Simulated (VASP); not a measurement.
Set up this calculation in VASP 6.6.1, as the native input.

```
Task                   : relaxation of the atoms
Functional             : PBE
Potentials or basis    : VASP PAW PBE potentials, release 64 (Hf_pv, B)
Cutoff                 : 520 eV
k mesh                 : 13 × 13 × 13
Occupations            : fermi-dirac, width 0.05 eV
Spin                   : no spin polarisation
Dipole correction      : no
Further INCAR settings : ALGO = Normal; EDIFF = 1e-07; IBRION = 2; EDIFFG = -0.01; NSW = 50
```

The structure of HfB lies in POSCAR:

```
HfB
1.0
    0.0000000000      2.3100000000      2.3100000000
    2.3100000000      0.0000000000      2.3100000000
    2.3100000000      2.3100000000      0.0000000000
Hf B
1 1
Direct
    0.5000000000      0.5000000000      0.5000000000
    0.0000000000      0.0000000000      0.0000000000
```

These files were run (other wordings do the same):

INCAR

```
  ALGO = Normal
  EDIFF = 1E-7
  EDIFFG = -0.01
  ENCUT = 520
  GGA = PE
  IBRION = 2
  ISIF = 2
  ISMEAR = -1
  LASPH = True
  LCHARG = False
  LREAL = False
  LWAVE = False
  NELM = 60
  NSW = 50
  PREC = Accurate
  SIGMA = 0.05
```

KPOINTS

```
k-points
0
Gamma
  13 13 13
```

Potentials or basis: VASP PAW PBE potentials, release 64 (Hf_pv, B).

Run with:

```bash
$ cat potpaw_PBE.64/Hf_pv/POTCAR potpaw_PBE.64/B/POTCAR > POTCAR
$ mpirun -np 1 vasp_std > vasp.out
```

It gave:

- Pressure after relaxing: 30.6 GPa
- Band gap on the k mesh: zero (an odd number of electrons rules out a gap without spin polarisation)

Caveat: the relaxation stopped at its first step, so nothing moved; spin-orbit coupling is left out, which moves the levels of the heavy elements.

It took 23 s on 1 thread of Intel Xeon 8259CL, on a shared host, peak memory 0.16 GiB.
